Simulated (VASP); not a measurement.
# Te2Mo (R-3m) in VASP: settings compared, part 2 of 2

VASP 6.6.1. Earlier steps stand in the parts before.

## (4) Relaxation of cell and atoms, PBE+D3(BJ)

This run uses another cell than the first one, of 37.54 Å³/atom.

Contents of INCAR:

```
PREC     = Accurate       # precision mode
ENCUT    = 600            # plane-wave cutoff, eV
EDIFF    = 1E-7           # SCF threshold, eV
ISMEAR   = -1             # smearing method
SIGMA    = 0.02           # smearing width, eV
LREAL    = F              # projectors in reciprocal space
LASPH    = T              # aspherical terms in the spheres
NELM     = 100            # most SCF steps
ALGO     = Normal         # electronic algorithm
ISIF     = 3              # what is computed and relaxed
LWAVE    = F              # write WAVECAR
LCHARG   = F              # write CHGCAR
GGA      = PE             # functional
IVDW     = 12             # dispersion correction
IBRION   = 2              # ionic algorithm
NSW      = 80             # ionic steps
EDIFFG   = -0.005         # ionic threshold
```

Contents of KPOINTS:

```
regular mesh
0
Gamma
  6 6 6
```

Contents of POSCAR:

```
Te2Mo
1.0
    2.2142216200      1.2783814484      6.6318897880
   -2.2142216200      1.2783814484      6.6318897880
    0.0000000000     -2.5567628967      6.6318897880
Mo Te
1 2
Direct
    0.0000000000      0.0000000000      0.0000000000
    0.2428892844      0.2428892844      0.2428892844
    0.7571107156      0.7571107156      0.7571107156
```

The run is started by

```
> cat potpaw_PBE.64/Mo_sv/POTCAR potpaw_PBE.64/Te/POTCAR > POTCAR
> mpirun -np 1 vasp_std > vasp.out
```

It took 35 min on 1 thread of Intel Xeon Platinum 8488C (Sapphire Rapids), shared host; peak memory 0.62 GiB.

The run converged. Its results:

| Quantity | Value |
| --- | --- |
| Free energy | -19.1982 eV |
| Relaxed volume | 23.49 Å³/atom |
| Relaxed cell | a = 7.147 Å, b = 7.147 Å, c = 7.147 Å, α = 27.88°, β = 27.88°, γ = 27.88° |
| Space group after relaxing (to 0.1 Å) | R-3m (No. 166) |
| Energy gained by relaxing | 1100.2 meV/atom |
| Ionic steps | 17 |
| Pressure after relaxing | 0.0 GPa |
| Band gap on the k mesh | 0.09 eV (least direct gap 0.20 eV) |
| Dispersion energy per atom | -0.571 eV |

Step by step:
```
step  energy change (eV)  largest force (eV/Å)  pressure (GPa)  volume (Å³)
   1              0.0000                1.9885          -14.94       112.63
   2             -1.7268                3.9029           25.35        64.53
   3             -2.7339                1.2069           10.12        77.60
   4             -2.3119                0.6644           -9.61        87.48
   5             -2.6213                0.0240           -5.89        82.08
   6             -2.6928                0.2403           -4.21        80.22
   7             -2.7303                0.4476           -2.80        78.90
   8             -2.7430                0.5956           -1.26        78.25
   9             -2.9877                0.5234           -1.71        75.49
  10             -2.9838                0.5933            3.22        66.36
  11             -3.2859                0.0396           -1.17        71.85
  12             -3.2988                0.1369           -0.70        70.75
  13             -3.2991                0.1004           -0.81        70.98
  14             -3.2941                0.2427            1.80        69.47
  15             -3.3005                0.0064            0.00        70.49
  16             -3.3005                0.0042           -0.02        70.50
  17             -3.3005                0.0013           -0.02        70.48
```

Final structure:
```
CELL_PARAMETERS angstrom
1.72150 0.99391 6.86502
-1.72150 0.99391 6.86502
0.00000 -1.98781 6.86502
ATOMIC_POSITIONS crystal
Mo 0.00000 0.00000 0.00000
Te 0.24242 0.24242 0.24242
Te 0.75758 0.75758 0.75758
```

Levels at points of the mesh, in eV from the valence-band top:
| k point | band 11 | band 12 | band 13 | band 14 | band 15 | band 16 |
| --- | --- | --- | --- | --- | --- | --- |
| (0.00, 0.00, 0.00) | -0.66 | -0.47 | -0.47 | 2.01 | 2.01 | 3.76 |
| (0.50, 0.00, 0.00) | -2.08 | -1.69 | -0.07 | 1.12 | 1.52 | 2.77 |
| (0.50, 0.50, 0.00) | -2.28 | -1.98 | -0.62 | 1.12 | 1.18 | 3.62 |
| (0.50, 0.50, 0.50) | -0.46 | -0.46 | -0.32 | 1.70 | 1.70 | 4.10 |

Caveat: the volume moved by over 15 % at a fixed basis, so the end points are rough; spin-orbit coupling is left out, which moves the levels of the heavy elements. A k mesh can miss the band edges.

## (5) Relaxation of cell and atoms, PBE+D4

This run uses another cell than the first one, of 23.51 Å³/atom.

Contents of INCAR:

```
SYSTEM = Te2Mo
PREC = Accurate
ENCUT = 600
EDIFF = 1E-7
ISMEAR = -1
SIGMA = 0.02
LREAL = .False.
LASPH = .True.
NELM = 80
ALGO = Normal
ISIF = 3
LWAVE = .False.
LCHARG = .False.
GGA = PE
IVDW = 13
IBRION = 2
NSW = 80
EDIFFG = -0.005
```

Contents of KPOINTS:

```
regular mesh
0
Gamma
  8 8 8
  0 0 0
```

Contents of POSCAR:

```
Te2Mo
1.0
    1.7220310667      0.9942150999      6.8671583102
   -1.7220310667      0.9942150999      6.8671583102
    0.0000000000     -1.9884301998      6.8671583102
Mo Te
1 2
Direct
    0.0000000000      0.0000000000      0.0000000000
    0.2425105893      0.2425105893      0.2425105893
    0.7574894107      0.7574894107      0.7574894107
```

The run is started by

```
> cat potpaw_PBE.64/Mo_sv/POTCAR potpaw_PBE.64/Te/POTCAR > POTCAR
> mpirun -np 1 vasp_std > vasp.out
```

It took 21 min on 1 thread of Intel Xeon Platinum 8488C (Sapphire Rapids), shared host; peak memory 0.58 GiB.

Results (log left out):

```
Free energy                           : -19.2458 eV
Relaxed volume                        : 23.54 Å³/atom
Relaxed cell                          : a = 7.138 Å, b = 7.138 Å, c = 7.138 Å, α = 27.96°, β = 27.96°, γ = 27.96°
Space group after relaxing (to 0.1 Å) : R-3m (No. 166)
Energy gained by relaxing             : 0.1 meV/atom
Ionic steps                           : 10
Pressure after relaxing               : 0.0 GPa
Largest force after relaxing          : 0.005 eV/Å
Band gap on the k mesh                : zero (bands 13 and 14 overlap by 0.02 eV)
Dispersion energy per atom            : -0.591 eV
```

Forces in eV/Å, atoms in the order of the input:
```
Mo   0.000  0.000  0.000
Te   0.000  0.000 -0.005
Te   0.000  0.000  0.005
```

The path:
| step | energy change (eV) | largest force (eV/Å) | pressure (GPa) | volume (Å³) |
| --- | --- | --- | --- | --- |
| 1 | 0.0000 | 0.0269 | 0.20 | 70.54 |
| 2 | 0.0000 | 0.0342 | -0.29 | 70.85 |
| 3 | -0.0001 | 0.0007 | -0.01 | 70.68 |
| 4 | -0.0001 | 0.0029 | -0.03 | 70.69 |
| 5 | -0.0002 | 0.0069 | -0.02 | 70.70 |
| 6 | -0.0002 | 0.0088 | -0.02 | 70.70 |
| 7 | -0.0002 | 0.0128 | -0.01 | 70.70 |
| 8 | -0.0002 | 0.0100 | -0.02 | 70.70 |
| 9 | -0.0002 | 0.0086 | -0.01 | 70.68 |
| 10 | -0.0002 | 0.0049 | 0.02 | 70.61 |

Final structure:
```cif
data_structure
_symmetry_space_group_name_H-M 'P 1'
_symmetry_Int_Tables_number 1
_cell_length_a 7.1381
_cell_length_b 7.1381
_cell_length_c 7.1381
_cell_angle_alpha 27.960
_cell_angle_beta 27.960
_cell_angle_gamma 27.960
_cell_volume 70.61
loop_
_atom_site_label
_atom_site_type_symbol
_atom_site_fract_x
_atom_site_fract_y
_atom_site_fract_z
_atom_site_occupancy
Mo1 Mo 0.00000 0.00000 0.00000 1
Te1 Te 0.24238 0.24238 0.24238 1
Te2 Te 0.75762 0.75762 0.75762 1
```

Levels at points of the mesh, in eV from the Fermi level:
| k point | band 11 | band 12 | band 13 | band 14 | band 15 | band 16 |
| --- | --- | --- | --- | --- | --- | --- |
| (0.00, 0.00, 0.00) | -0.76 | -0.62 | -0.62 | 1.84 | 1.84 | 3.59 |
| (0.50, 0.00, 0.00) | -2.22 | -1.81 | -0.22 | 0.96 | 1.38 | 2.61 |
| (0.50, 0.50, 0.00) | -2.41 | -2.11 | -0.78 | 0.96 | 1.04 | 3.46 |
| (0.50, 0.50, 0.50) | -0.61 | -0.61 | -0.44 | 1.53 | 1.53 | 3.95 |

Caveat: spin-orbit coupling is left out, which moves the levels of the heavy elements.

## (6) Summary

```csv
task,level,cell,k mesh,cutoff (eV),gap on the mesh (eV),pressure (GPa),relaxed volume (Å³/atom)
single point,r2SCAN+rVV10,"a = 7.352 Å, angles 27.6°, 3 atoms, atomic positions A",8 × 8 × 8,520,0.05,0.4,-
single point,r2SCAN,"a = 7.352 Å, angles 27.6°, 3 atoms, atomic positions A",8 × 8 × 8,520,0.05,1.3,-
relaxation of cell and atoms,PBE+D3(BJ),"relaxed from a = 7.108 Å, angles 36.3°, 3 atoms, atomic positions B",6 × 6 × 6,600,0.09,0.0,23.49
relaxation of cell and atoms,PBE+D4,"relaxed from a = 7.149 Å, angles 27.9°, 3 atoms, atomic positions B",8 × 8 × 8,600,none,0.0,23.54
```

Alike in all rows: potentials or basis VASP PAW PBE potentials, release 64 (Mo_sv, Te); no spin polarisation; smearing fermi-dirac 0.02 eV.

Caveats: spin-orbit coupling is left out, which moves the levels of the heavy elements; the PAW data sets were made with another functional, which shifts forces and pressure a little (at least some runs); the volume moved by over 15 % at a fixed basis, so the end points are rough (at least some runs).

Absolute energies hang on the potentials; compare differences alone.
